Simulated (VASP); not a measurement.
# TaN (P-6m2) in VASP: notebook

Runs on TaN. Level: PBEsol. Tasks: single point.

Everything below comes from runs of VASP 6.6.1. Logs are shortened: lines on timing, memory, paths and dates and some standing lists are left out, and cuts for length are marked.

## Step 1: The cell of the first run

It takes space group P-6m2 (No. 187, hexagonal). Conventional cell: a = 2.938 Å, b = 2.938 Å, c = 2.883 Å, α = 90.00°, β = 90.00°, γ = 120.00°. Ta (site symmetry -6m2) has 6 N at 2.23 Å and 2 Ta at 2.88 Å within 2.9 Å. N (site symmetry -6m2) has 6 Ta at 2.23 Å and 2 N at 2.88 Å within 2.9 Å.

## Step 2: Single point, PBEsol

The input, INCAR:

```
  PREC = Accurate
  ENCUT = 520
  EDIFF = 1E-6
  ISMEAR = 1
  SIGMA = 0.5
  LREAL = F
  LASPH = T
  NELM = 100
  ALGO = Normal
  ISIF = 2
  LWAVE = F
  LCHARG = F
  GGA = PS
  NBANDS = 15
```

The input, KPOINTS:

```
regular mesh
0
Gamma
  10 10 9
```

The input, POSCAR:

```
TaN
1.0
    2.9380000000      0.0000000000      0.0000000000
   -1.4690000000      2.5443826363      0.0000000000
    0.0000000000      0.0000000000      2.8830000000
Ta N
1 1
Direct
    0.0000000000      0.0000000000      0.5000000000
    0.6666666667      0.3333333333      0.0000000000
```

Potentials or basis: VASP PAW PBE potentials, release 64 (Ta_pv, N).

Command:

```sh
> cat potpaw_PBE.64/Ta_pv/POTCAR potpaw_PBE.64/N/POTCAR > POTCAR
> mpirun -np 1 vasp_std > vasp.out
```

OUTCAR:

```text
PREC = Accurate
   ENCUT = 520
   EDIFF = 1E-6
   ISMEAR = 1
   LREAL = F
   LASPH = T
   NELM = 100
   ISIF = 2
   GGA = PS

 ion  position               nearest neighbor table
   1  0.000  0.000  0.500-   2 2.23   2 2.23   2 2.23   2 2.23   2 2.23   2 2.23
   2  0.667  0.333  0.000-   1 2.23   1 2.23   1 2.23   1 2.23   1 2.23   1 2.23

  LATTYP: Found a hexagonal cell.
 ALAT       =     2.9380000000
 C/A-ratio  =     0.9812797822

  Lattice vectors:

 A1 = (   2.9380000000,   0.0000000000,   0.0000000000)
 A2 = (  -1.4690000000,   2.5443826363,   0.0000000000)
 A3 = (   0.0000000000,   0.0000000000,   2.8830000000)

Analysis of symmetry for initial positions (statically):
=====================================================================
 Subroutine PRICEL returns:
 Original cell was already a primitive cell.

 Routine SETGRP: Setting up the symmetry group for a
 hexagonal supercell.

 Subroutine GETGRP returns: Found 12 space group operations
 (whereof 12 operations were pure point group operations)
 out of a pool of 24 trial point group operations.

The static configuration has the point symmetry D_3h.

Analysis of symmetry for dynamics (positions and initial velocities):
=====================================================================
 Subroutine PRICEL returns:
 Original cell was already a primitive cell.

 Routine SETGRP: Setting up the symmetry group for a
 hexagonal supercell.

 Subroutine GETGRP returns: Found 12 space group operations
 (whereof 12 operations were pure point group operations)
 out of a pool of 24 trial point group operations.

The dynamic configuration has the point symmetry D_3h.

 Subroutine INISYM returns: Found 12 space group operations
 (whereof 12 operations are pure point group operations),
 and found     1 'primitive' translations

----------------------------------------------------------------------------------------

                                     Primitive cell

  volume of cell :      21.5516

  direct lattice vectors                    reciprocal lattice vectors
     2.938000000  0.000000000  0.000000000     0.340367597  0.196511324  0.000000000
    -1.469000000  2.544382636  0.000000000     0.000000000  0.393022648  0.000000000
     0.000000000  0.000000000  2.883000000     0.000000000  0.000000000  0.346860909

  length of vectors
     2.938000000  2.938000000  2.883000000     0.393022648  0.393022648  0.346860909

[... 83 lines left out ...]
   NSW    =      0    number of steps for IOM
   IBRION =     -1    ionic relax: 0-MD 1-quasi-New 2-CG
   NFREE  =      0    steps in history (QN), initial steepest desc. (CG)
   ISIF   =      2    stress and relaxation
   ISYM   =      2    0-nonsym 1-usesym 2-fastsym
   POTIM  = 0.5000    time-step for ionic-motion
   TEBEG  =    0.0;   TEEND  =   0.0 temperature during run
   PSTRESS=    0.0 pullay stress
   NELECT =      16.0000    total number of electrons
   NUPDOWN=      -1.0000    fix difference up-down
   EMIN   =  10.00;   EMAX   =-10.00  energy-range for DOS
   EFERMI =   0.00;   METHOD = LEGACY
   ISMEAR =     1;   SIGMA  =   0.50  broadening in eV -4-tet -1-fermi 0-gaus
   EFERMI_NEDOS =   21; number of points for ismear=-14 and -15
   IALGO  =     38    algorithm
   IMIX   =      4    mixing-type and parameters
     AMIX     =   0.40;   BMIX     =  1.00
     AMIX_MAG =   1.60;   BMIX_MAG =  1.00
  volume/ion in A,a.u.               =      10.78        72.72
  Fermi-wavevector in a.u.,A,eV,Ry     =   1.482365  2.801264 29.897531  2.197407
  Thomas-Fermi vector in A             =   2.596160
   LORBIT       =      0    0 simple, 1 ext, 2 COOP (PROOUT), +10 PAW based schemes
   GGA     = PS    functional components
   LHFCALC =     F    Hartree Fock is set to
   AEXX    =    0.0000 exact exchange contribution
   IVDW    =     0    specifies the selected vdW correction
   LEPSILON=     F    determine dielectric tensor
   LRPA    =     F    only Hartree local field effects (RPA)
 non-spin polarized calculation
 Methfessel and Paxton  Order N= 1 SIGMA  =   0.50
  energy-cutoff  :      520.00
  volume of cell :       21.55
 maximum number of plane-waves:       599
 NGX is ok and might be reduce to    24
   NGX = 11   NGY = 11   NGZ = 11

 number of electron      16.0000001 magnetization

 Free energy of the ion-electron system (eV)
  ---------------------------------------------------
  ext. energy  EPLUGINS =         0.00000000
  ---------------------------------------------------
  free energy    TOTEN  =       -23.79915012 eV

  energy without entropy =      -23.81132220  energy(sigma->0) =      -23.80320748

 E-fermi :   7.9783     XC(G=0): -13.5056

 val. band max:        7.8872795531   @ k =   0.3000   0.3000   0.0000
 cond. band min:       8.0086827068   @ k =   0.0000   0.0000   0.4444
 fundamental gap:      0.1214031536
 Fermi energy:         7.9783005174

 k-point     1 :       0.0000    0.0000    0.0000
  band No.  band energies     occupation
      1     -26.6895      2.00000
      2     -26.4239      2.00000
      3     -26.4239      2.00000
      4      -9.6451      2.00000
      5       3.5285      2.00000
      6       3.5285      2.00000
      7       3.8655      2.00000
      8       5.1822      2.00000
      9      10.3073     -0.00000
     10      11.6889     -0.00000
     11      11.6889     -0.00000
     12      12.0695     -0.00000
     13      12.0695     -0.00000
     14      21.0975      0.00000
[... 401 lines left out ...]
      2     -26.7058      2.00000
      3     -26.6447      2.00000
      4      -7.3154      2.00000
      5       0.0236      2.00000
      6       2.6947      2.00000
      7       3.9236      2.00000
      8       5.8194      2.00000
      9      10.6590     -0.00000
     10      11.7017     -0.00000
     11      12.6249     -0.00000
     12      13.8937     -0.00000
     13      17.0688     -0.00000
     14      19.8897      0.00000
     15      21.4773      0.00000

 [... further k-points ...]
[... 5 lines left out ...]
  --------------------------------------------------------------------------------------
  -------------------------------------------------------------------------------------
  Total       -0.5653755     -0.5653755     -0.5198238      0.0000000     -0.0000000      0.0000000
  in kB      -42.0309033    -42.0309033    -38.6445160      0.0000000     -0.0000000      0.0000000
  external PRESSURE =     -40.9021075 kB  Pullay stress =       0.0000000 kB

 VOLUME and BASIS-vectors are now :
 -----------------------------------------------------------------------------
  energy-cutoff  :      520.00
  volume of cell :       21.55
      direct lattice vectors                 reciprocal lattice vectors
     2.938000000  0.000000000  0.000000000     0.340367597  0.196511324  0.000000000
    -1.469000000  2.544382636  0.000000000     0.000000000  0.393022648  0.000000000
     0.000000000  0.000000000  2.883000000     0.000000000  0.000000000  0.346860909

 POSITION                                       TOTAL-FORCE (eV/Angst)
 -----------------------------------------------------------------------------------
      0.00000      0.00000      1.44150        -0.000000      0.000000      0.000000
      1.46900      0.84813      0.00000         0.000000     -0.000000      0.000000
 -----------------------------------------------------------------------------------
    total drift:                               -0.000000      0.000000      0.000000

  FREE ENERGIE OF THE ION-ELECTRON SYSTEM (eV)
  ---------------------------------------------------
  free  energy   TOTEN  =       -23.7991501201 eV

  energy  without entropy=      -23.8113221973  energy(sigma->0) =      -23.80320748
```

stdout:

```text
POSCAR found type information on POSCAR TaN
 POSCAR found :  2 types and       2 ions
 scaLAPACK will be used
 -----------------------------------------------------------------------------
|                                                                             |
|                                                                             |
|     You enforced a specific xc type in the INCAR file but a different       |
|     I HOPE YOU KNOW WHAT YOU ARE DOING!                                     |
|                                                                             |
 -----------------------------------------------------------------------------

 LDA part: xc-table for (Slater+PW92), standard interpolation
 POSCAR, INCAR and KPOINTS ok, starting setup
 FFT: planning ... GRIDC
 FFT: planning ... GRID_SOFT
 FFT: planning ... GRID
 WAVECAR not read
 entering main loop
```

It took 10 s on 1 thread of Intel Xeon Platinum 8559C (Emerald Rapids), shared host; peak memory 0.15 GiB.

Results:

- Free energy: -23.7992 eV
- Pressure: -4.1 GPa
- Band gap on the k mesh: zero (band 8 reaches 8.30 eV, above the bottom of band 9 at 8.01 eV)

Levels at points of the mesh, in eV from the Fermi level:
```tsv
k point	band 5	band 6	band 7	band 8	band 9	band 10	band 11	band 12
(0.00, 0.00, 0.00)	-4.45	-4.45	-4.11	-2.80	2.33	3.71	3.71	4.09
(0.50, 0.00, 0.00)	-8.20	-5.08	-3.39	-3.05	3.10	4.16	5.32	5.42
```

Caveat: the PAW data sets were made with another functional, which shifts forces and pressure a little; spin-orbit coupling is left out, which moves the levels of the heavy elements.

## Step 3: Single point, PBEsol

The input, INCAR:

```
  ALGO = Normal
  EDIFF = 1E-6
  ENCUT = 520
  GGA = PS
  ISIF = 2
  ISMEAR = 1
  LASPH = True
  LCHARG = False
  LREAL = False
  LWAVE = False
  NBANDS = 15
  NELM = 80
  PREC = Accurate
  SIGMA = 0.3
```

The input, KPOINTS:

```
k-points
0
Gamma
  10 10 9
```

POSCAR is that of step 2.

Potentials or basis: VASP PAW PBE potentials, release 64 (Ta_pv, N).

Command:

```sh
> cat potpaw_PBE.64/Ta_pv/POTCAR potpaw_PBE.64/N/POTCAR > POTCAR
> mpirun -np 1 vasp_std > vasp.out
```

Wall time 9.8 s (1 thread of Intel Xeon Platinum 8559C (Emerald Rapids), shared host); peak memory 0.15 GiB.

It converged, with:

```yaml
Free_energy: -23.8027 eV
Pressure: -4.1 GPa
Band_gap_on_the_k_mesh: zero (band 8 reaches 8.30 eV, above the bottom of band 9 at 8.01 eV)
```

Levels at points of the mesh, in eV from the Fermi level:
| k point | band 6 | band 7 | band 8 | band 9 | band 10 | band 11 |
| --- | --- | --- | --- | --- | --- | --- |
| (0.00, 0.00, 0.00) | -4.58 | -4.24 | -2.93 | 2.20 | 3.58 | 3.58 |
| (0.50, 0.00, 0.00) | -5.21 | -3.52 | -3.18 | 2.97 | 4.03 | 5.19 |

Caveat: the PAW data sets were made with another functional, which shifts forces and pressure a little; spin-orbit coupling is left out, which moves the levels of the heavy elements.

## Step 4: Single point, PBEsol

The input, INCAR:

```
PREC = Accurate
ENCUT = 520
EDIFF = 1E-7
ISMEAR = 1
SIGMA = 0.2
LREAL = F
LASPH = T
NELM = 100
ALGO = Normal
ISIF = 2
LWAVE = F
LCHARG = F
GGA = PS
NBANDS = 15
```

The input, KPOINTS:

```
Automatic mesh
0
Gamma
  10 10 9
```

POSCAR is that of step 3.

Command:

```sh
> cat potpaw_PBE.64/Ta_pv/POTCAR potpaw_PBE.64/N/POTCAR > POTCAR
> mpirun -np 1 vasp_std > vasp.out
```

Run time: 9.3 s. Hardware: 1 thread of Intel Xeon Platinum 8559C (Emerald Rapids), shared host; peak memory 0.15 GiB.

The run converged. Its results:

```
Free energy            : -23.8030 eV
Pressure               : -4.1 GPa
Band gap on the k mesh : zero (band 8 reaches 8.30 eV, above the bottom of band 9 at 8.01 eV)
```

Stress tensor (GPa, compression positive):
```
-4.04  0.00  0.00
 0.00 -4.04  0.00
 0.00  0.00 -4.19
```

Levels at points of the mesh, in eV from the Fermi level:
```csv
k point,band 5,band 6,band 7,band 8,band 9,band 10,band 11,band 12
"(0.00, 0.00, 0.00)",-4.63,-4.63,-4.30,-2.98,2.14,3.53,3.53,3.91
"(0.50, 0.00, 0.00)",-8.38,-5.27,-3.57,-3.24,2.91,3.97,5.14,5.23
```

Caveat: the PAW data sets were made with another functional, which shifts forces and pressure a little; spin-orbit coupling is left out, which moves the levels of the heavy elements.

## Step 5: Single point, PBEsol

The input, INCAR:

```
PREC = Accurate
ENCUT = 520
EDIFF = 1E-6
ISMEAR = 1
SIGMA = 0.1
LREAL = F
LASPH = T
NELM = 80
ALGO = Normal
ISIF = 2
LWAVE = F
LCHARG = F
GGA = PS
NBANDS = 15
```

KPOINTS is that of step 4.

POSCAR is that of step 4.

Command:

```sh
> cat potpaw_PBE.64/Ta_pv/POTCAR potpaw_PBE.64/N/POTCAR > POTCAR
> mpirun -np 1 vasp_std > vasp.out
```

Wall time 8.1 s (1 thread of Intel Xeon Platinum 8559C (Emerald Rapids), shared host); peak memory 0.15 GiB.

The run converged. Its results:

* Free energy: -23.8033 eV
* Pressure: -4.1 GPa
* Band gap on the k mesh: zero (band 8 reaches 8.30 eV, above the bottom of band 9 at 8.01 eV)

Stress tensor (GPa, compression positive):
```
-4.04  0.00  0.00
 0.00 -4.04  0.00
 0.00  0.00 -4.18
```

Levels at points of the mesh, in eV from the Fermi level:
```tsv
k point	band 5	band 6	band 7	band 8	band 9	band 10	band 11	band 12
(0.00, 0.00, 0.00)	-4.71	-4.71	-4.37	-3.06	2.07	3.45	3.45	3.83
(0.50, 0.00, 0.00)	-8.46	-5.34	-3.65	-3.31	2.84	3.90	5.06	5.15
```

Caveat: the PAW data sets were made with another functional, which shifts forces and pressure a little; spin-orbit coupling is left out, which moves the levels of the heavy elements.

## Step 6: The runs side by side

```tsv
smearing	gap on the mesh (eV)	pressure (GPa)
methfessel-paxton 0.5 eV	none	-4.1
methfessel-paxton 0.3 eV	none	-4.1
methfessel-paxton 0.2 eV	none	-4.1
methfessel-paxton 0.1 eV	none	-4.1
```

Alike in all rows: task single point; level PBEsol; potentials or basis VASP PAW PBE potentials, release 64 (Ta_pv, N); no spin polarisation; cell as given; k mesh 10 × 10 × 9; cutoff (eV) 520.

Every run on the cell as given and a fine mesh finds a metal.

Caveats: the PAW data sets were made with another functional, which shifts forces and pressure a little; spin-orbit coupling is left out, which moves the levels of the heavy elements.

Absolute energies hang on the potentials; compare differences alone.
